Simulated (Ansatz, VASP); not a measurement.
Two plane-wave programs on Na

INCAR

```
PREC = Accurate
ENCUT = 520
EDIFF = 1E-6
ISMEAR = -1
SIGMA = 0.1
LREAL = F
LASPH = T
NELM = 60
ALGO = Normal
ISIF = 2
LWAVE = F
LCHARG = F
GGA = PE
NBANDS = 10
```

The input KPOINTS:

```
Automatic mesh
0
Gamma
  14 14 14
```

File POSCAR:

```
Na
1.0
   -2.0949122003      2.0949122003      2.0949122003
    2.0949122003     -2.0949122003      2.0949122003
    2.0949122003      2.0949122003     -2.0949122003
Na
1
Direct
    0.0000000000      0.0000000000      0.0000000000
```

Input for Ansatz:

```yaml
crystal:
  lattice:
    - [-2.0949122003, 2.0949122003, 2.0949122003]
    - [2.0949122003, -2.0949122003, 2.0949122003]
    - [2.0949122003, 2.0949122003, -2.0949122003]
  atoms:
    - { symbol: Na, position: [0.0, 0.0, 0.0] }
basis:
  ecutwfc: 420
kpoints:
  mp_grid: { grid: [14, 14, 14] }
hamiltonian:
  xc: pbe
scf:
  occupations: { method: fermi_dirac, width: 0.15 }
output:
  forces: true
  eigenvalues: true
  stress: true
```

Alike in both runs: task single point; functional PBE; k mesh 14 × 14 × 14; no spin polarisation.

|  | VASP | Ansatz |
| --- | --- | --- |
| version | VASP 6.6.1 | Ansatz 0.2.0 |
| potentials or method | VASP PAW PBE potentials, release 64 (Na_pv), cutoff 520 eV | scalar-relativistic, plane waves, PAW |
| occupations | fermi-dirac, width 0.1 eV | fermi-dirac, width 0.15 eV |
| valence electrons in the cell | 7 | 9 |

Ansatz gave:

| Quantity | Value |
| --- | --- |
| gap on the k mesh at the Fermi level (eV) | none |
| pressure (GPa) | 0.1 |

Problem. Estimate VASP's values.

Solution. gap on the k mesh at the Fermi level (eV): none; pressure (GPa): 0.0.

A gap of «none» marks a metal or a gap that the smearing closes. VASP's potentials hold 7 valence electrons a cell and Ansatz's 9, so a difference there can come from the potentials and not from the codes.
